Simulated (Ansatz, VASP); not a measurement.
**Zr: VASP beside Ansatz**

```
CELL_PARAMETERS angstrom
3.18789 0.00000 0.00000
-1.59395 2.76080 0.00000
0.00000 0.00000 5.10224
ATOMIC_POSITIONS crystal
Zr 0.33333 0.66667 0.25000
Zr 0.66667 0.33333 0.75000
```

Alike in both runs: task single point; functional PBEsol; k mesh 19 × 19 × 10; occupations fermi-dirac, width 0.05 eV; collinear spin.

|  | VASP | Ansatz |
| --- | --- | --- |
| version | VASP 6.6.1 | Ansatz 0.2.0 |
| potentials or method | VASP PAW PBE potentials, release 64 (Zr_sv), cutoff 520 eV | plane waves (420 eV) with PAW, scalar-relativistic |
| valence electrons in the cell | 24 | 24 |

|  | VASP | Ansatz | Ansatz less VASP |
| --- | --- | --- | --- |
| pressure (GPa) | 0.1 | 0.1 | -0.06 |
| traceless stress, the component that is largest in VASP (GPa) | 0.21 | 0.21 | 0.000 |
| net moment per atom (μB) | 0.00 | 0.00 | 0.000 |

VASP's potentials were made for PBE, not for PBEsol, and Ansatz warns of the same on its side. The functional is the same, so the differences come from potentials, cutoffs and numerics. Ansatz's warnings: seeded moment not kept.
